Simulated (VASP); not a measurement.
# SiO2 (R-3m) in VASP: further runs, part 2 of 2

VASP 6.6.1. The steps go on from the part before.

**3. Electric field gradients, r2SCAN**

POSCAR reads:

```
SiO2
1.0
    6.7984988707      3.9251151531      4.9453227949
   -6.7984988707      3.9251151531      4.9453227949
    0.0000000000     -7.8502303062      4.9453227949
Si O
12 24
Direct
    0.3329059900      0.1044842600      0.8755024800
    0.1044842600      0.8755024800      0.3329059900
    0.8755024800      0.3329059900      0.1044842600
    0.1244975200      0.8955157400      0.6670940100
    0.8955157400      0.6670940100      0.1244975200
    0.6670940100      0.1244975200      0.8955157400
    0.6670940100      0.8955157400      0.1244975200
    0.8955157400      0.1244975200      0.6670940100
    0.1244975200      0.6670940100      0.8955157400
    0.8755024800      0.1044842600      0.3329059900
    0.1044842600      0.3329059900      0.8755024800
    0.3329059900      0.8755024800      0.1044842600
    0.2626044900      0.0000000000      0.7373955100
    0.0000000000      0.7373955100      0.2626044900
    0.7373955100      0.2626044900      0.0000000000
    0.7373955100      0.0000000000      0.2626044900
    0.0000000000      0.2626044900      0.7373955100
    0.2626044900      0.7373955100      0.0000000000
    0.6806573300      0.9780322700      0.9780322700
    0.9780322700      0.9780322700      0.6806573300
    0.9780322700      0.6806573300      0.9780322700
    0.0219677300      0.0219677300      0.3193426700
    0.0219677300      0.3193426700      0.0219677300
    0.3193426700      0.0219677300      0.0219677300
    0.2504048400      0.8901700600      0.2504048400
    0.2504048400      0.2504048400      0.8901700600
    0.8901700600      0.2504048400      0.2504048400
    0.1098299400      0.7495951600      0.7495951600
    0.7495951600      0.1098299400      0.7495951600
    0.7495951600      0.7495951600      0.1098299400
    0.5000000000      0.8525608900      0.1474391100
    0.1474391100      0.5000000000      0.8525608900
    0.8525608900      0.1474391100      0.5000000000
    0.5000000000      0.1474391100      0.8525608900
    0.8525608900      0.5000000000      0.1474391100
    0.1474391100      0.8525608900      0.5000000000
```

INCAR.step1 reads:

```
SYSTEM = SiO2
PREC = Accurate
ENCUT = 520
ISMEAR = -1
SIGMA = 0.02
LREAL = Auto
LASPH = .TRUE.
NELM = 80
NBANDS = 120
GGA = PE
ALGO = Normal
EDIFF = 1E-4
LWAVE = .TRUE.
LCHARG = .FALSE.
LUSENCCL = .FALSE.
```

INCAR.step2 reads:

```
SYSTEM = SiO2
PREC = Accurate
ENCUT = 520
EDIFF = 1E-8
ISMEAR = -1
SIGMA = 0.02
LREAL = Auto
LASPH = .TRUE.
NELM = 80
ALGO = Normal
ISIF = 2
LWAVE = .FALSE.
LCHARG = .FALSE.
METAGGA = R2SCAN
LMIXTAU = .TRUE.
LEFG = .TRUE.
NBANDS = 120
ISTART = 1
LUSENCCL = .FALSE.
```

KPOINTS reads:

```
Automatic mesh
0
G
  3 3 3
  0 0 0
```

Potentials or basis: VASP PAW PBE potentials, release 64 (Si, O).

Run with:

```sh
$ cat potpaw_PBE.64/Si/POTCAR potpaw_PBE.64/O/POTCAR > POTCAR
$ cp INCAR.step1 INCAR
$ mpirun -np 1 vasp_std > vasp.out
$ cp INCAR.step2 INCAR
$ mpirun -np 1 vasp_std > vasp.out
```

OUTCAR:

```text
SYSTEM = SiO2
   PREC = Accurate
   ENCUT = 520
   EDIFF = 1E-8
   ISMEAR = -1
   LREAL = Auto
   LASPH = .TRUE.
   NELM = 80
   ISIF = 2
   METAGGA = R2SCAN
   ISTART = 1

 ion  position               nearest neighbor table
   1  0.333  0.104  0.876-  34 1.61  26 1.61  13 1.61  24 1.62   6 3.08   4 3.09  11 3.11  12 3.11

   2  0.104  0.876  0.333-  36 1.61  25 1.61  14 1.61  22 1.62   4 3.08   5 3.09  12 3.11  10 3.11

   3  0.876  0.333  0.104-  35 1.61  27 1.61  15 1.61  23 1.62   5 3.08   6 3.09  10 3.11  11 3.11
[... 41 lines left out ...]
  35  0.853  0.500  0.147-   3 1.61   5 1.61
  36  0.147  0.853  0.500-   2 1.61   4 1.61

  LATTYP: Found a trigonal (rhomboedric) cell.
 ALAT       =     9.2780565533
 COS(alpha) =    -0.0738460510
[... 1009 lines left out ...]
  36     -37.855    38.212    -0.358     0.000    -0.000   -67.250
---------------------------------------------------------------------

 Electric field gradients after diagonalization (V/A^2)
 (convention: |V_zz| > |V_xx| > |V_yy|)
----------------------------------------------------------------------
 ion       V_xx      V_yy      V_zz     asymmetry (V_yy - V_xx)/ V_zz
----------------------------------------------------------------------
   1       9.350     0.203    -9.553       0.958
   2       9.350     0.203    -9.553       0.958
   3       9.350     0.203    -9.553       0.958
   4       9.350     0.203    -9.553       0.958
   5       9.350     0.203    -9.553       0.958
   6       9.350     0.203    -9.553       0.958
[... 28 lines left out ...]
  35     -51.033   -37.855    88.888       0.148
  36     -51.033   -37.855    88.888       0.148
----------------------------------------------------------------------

           NMR quadrupolar parameters

 Cq : quadrupolar parameter    Cq=e*Q*V_zz/h
 eta: asymmetry parameters     (V_yy - V_xx)/ V_zz
 Q  : nuclear electric quadrupole moment in mb (millibarn)
----------------------------------------------------------------------
 ion       Cq(MHz)       eta       Q (mb)
----------------------------------------------------------------------
   1      -0.023       0.958       1.000
   2      -0.023       0.958       1.000
   3      -0.023       0.958       1.000
   4      -0.023       0.958       1.000
   5      -0.023       0.958       1.000
   6      -0.023       0.958       1.000
[... 28 lines left out ...]
  35       0.215       0.148       1.000
  36       0.215       0.148       1.000
----------------------------------------------------------------------
```

OUTCAR.step1:

```text
SYSTEM = SiO2
   PREC = Accurate
   ENCUT = 520
   ISMEAR = -1
   LREAL = Auto
   LASPH = .TRUE.
   NELM = 80
[... 986 lines left out ...]
      3.68884     -3.92292      8.34329         0.025140     -0.030953      0.025177
[... 28 lines left out ...]
      2.39688      4.15153      7.41798        -0.159148     -0.275652      0.000000
     -4.79377      0.00000      7.41798         0.318296     -0.000000      0.000000
 -----------------------------------------------------------------------------------
    total drift:                                0.000000     -0.000000      0.000000

  FREE ENERGIE OF THE ION-ELECTRON SYSTEM (eV)
  ---------------------------------------------------
  free  energy   TOTEN  =      -284.3366062347 eV

  energy  without entropy=     -284.3366062347  energy(sigma->0) =     -284.33660623
```

OSZICAR.step1:

```text
N       E                     dE             d eps       ncg     rms          rms(c)
DAV:   1     0.164561705666E+04    0.16456E+04   -0.91318E+04  1480   0.138E+03
DAV:   2    -0.119557626249E+03   -0.17652E+04   -0.17168E+04  1840   0.342E+02
DAV:   3    -0.320018509798E+03   -0.20046E+03   -0.19971E+03  1696   0.124E+02
DAV:   4    -0.324349282791E+03   -0.43308E+01   -0.43183E+01  1720   0.201E+01
DAV:   5    -0.324470040283E+03   -0.12076E+00   -0.12063E+00  1736   0.309E+00    0.515E+01
DAV:   6    -0.284650595369E+03    0.39819E+02   -0.17145E+02  1640   0.359E+01    0.239E+01
DAV:   7    -0.284518446560E+03    0.13215E+00   -0.50615E+00  1848   0.552E+00    0.888E+00
DAV:   8    -0.284361181337E+03    0.15727E+00   -0.28018E-01  1696   0.196E+00    0.344E+00
DAV:   9    -0.284316422802E+03    0.44759E-01   -0.15002E-01  1696   0.131E+00    0.666E-01
DAV:  10    -0.284325863213E+03   -0.94404E-02   -0.30647E-02  1616   0.589E-01    0.302E-01
DAV:  11    -0.284326912138E+03   -0.10489E-02   -0.96180E-03  1672   0.375E-01    0.115E-01
DAV:  12    -0.284331622112E+03   -0.47100E-02   -0.39201E-03  1608   0.223E-01    0.130E-01
DAV:  13    -0.284334131593E+03   -0.25095E-02   -0.14134E-03  1664   0.141E-01    0.111E-01
DAV:  14    -0.284336185444E+03   -0.20539E-02   -0.10060E-03  1488   0.933E-02    0.372E-02
DAV:  15    -0.284336411532E+03   -0.22609E-03   -0.86684E-05  1112   0.441E-02    0.266E-02
DAV:  16    -0.284336583634E+03   -0.17210E-03   -0.81777E-05  1056   0.353E-02    0.145E-02
DAV:  17    -0.284336606235E+03   -0.22601E-04   -0.14661E-05  1104   0.201E-02
   1 F= -.28433661E+03 E0= -.28433661E+03  d E =-.143078E-11
```

It took 3.8 min on 1 × NVIDIA H100 80GB with 1 thread of AMD EPYC 7R13 (Zen 3), shared host; peak memory 1.8 GiB.

Results:

```
Free energy                             : -356.9975 eV
Pressure                                : 0.2 GPa
Largest force                           : 0.011 eV/Å
Band gap on the k mesh                  : 6.57 eV
Largest electric field gradient by atom : Si -9.6; O +86.5, +86.4, +89.5, +88.9 (each value once) V/Å²
```

Forces in eV/Å, atoms in the order of the input:
```
Si  -0.006  0.004  0.005
Si   0.007  0.003  0.005
Si  -0.001 -0.008  0.005
Si   0.007 -0.003 -0.005
Si  -0.006 -0.004 -0.005
Si  -0.001  0.008 -0.005
Si   0.006 -0.004 -0.005
Si  -0.007 -0.003 -0.005
Si   0.001  0.008 -0.005
Si  -0.007  0.003  0.005
Si   0.006  0.004  0.005
Si   0.001 -0.008  0.005
O   -0.006 -0.010  0.000
O   -0.006  0.010  0.000
O    0.011  0.000  0.000
O    0.006  0.010  0.000
O    0.006 -0.010  0.000
O   -0.011  0.000  0.000
O   -0.006 -0.003 -0.002
O    0.000  0.006 -0.002
O    0.006 -0.003 -0.002
O    0.000 -0.006  0.002
O   -0.006  0.003  0.002
O    0.006  0.003  0.002
O   -0.004  0.002 -0.003
O    0.000 -0.004 -0.003
O    0.004  0.002 -0.003
O   -0.004 -0.002  0.003
O    0.004 -0.002  0.003
O    0.000  0.004  0.003
O    0.001 -0.002  0.000
O    0.001  0.002  0.000
O   -0.002  0.000  0.000
O   -0.001  0.002  0.000
O   -0.001 -0.002  0.000
O    0.002  0.000  0.000
```

Electric field gradients, principal values (V/Å²):
```
 atom    least   middle  greatest (by size)
 1 Si    0.203    9.350              -9.553
 2 Si    0.203    9.350              -9.553
 3 Si    0.203    9.350              -9.553
 4 Si    0.203    9.350              -9.553
 5 Si    0.203    9.350              -9.553
 6 Si    0.203    9.350              -9.553
 7 Si    0.203    9.350              -9.553
 8 Si    0.203    9.350              -9.553
 9 Si    0.203    9.350              -9.553
10 Si    0.203    9.350              -9.553
11 Si    0.203    9.350              -9.553
12 Si    0.203    9.350              -9.553
 13 O  -36.140  -50.322              86.462
 14 O  -36.140  -50.322              86.462
 15 O  -36.140  -50.322              86.462
 16 O  -36.140  -50.322              86.462
 17 O  -36.140  -50.322              86.462
 18 O  -36.140  -50.322              86.462
 19 O  -38.677  -47.757              86.434
 20 O  -38.677  -47.757              86.434
 21 O  -38.677  -47.757              86.434
 22 O  -38.677  -47.757              86.434
 23 O  -38.677  -47.757              86.434
 24 O  -38.677  -47.757              86.434
 25 O  -37.629  -51.835              89.463
 26 O  -37.629  -51.835              89.463
 27 O  -37.629  -51.835              89.463
 28 O  -37.629  -51.835              89.463
 29 O  -37.629  -51.835              89.463
 30 O  -37.629  -51.835              89.463
 31 O  -37.855  -51.033              88.888
 32 O  -37.855  -51.033              88.888
 33 O  -37.855  -51.033              88.888
 34 O  -37.855  -51.033              88.888
 35 O  -37.855  -51.033              88.888
 36 O  -37.855  -51.033              88.888
```

Caveat: without QUAD_EFG the Cq values of the log hold for a quadrupole moment of 1 mb, not for the nuclei; the PAW data sets were made with another functional, which shifts forces and pressure a little.
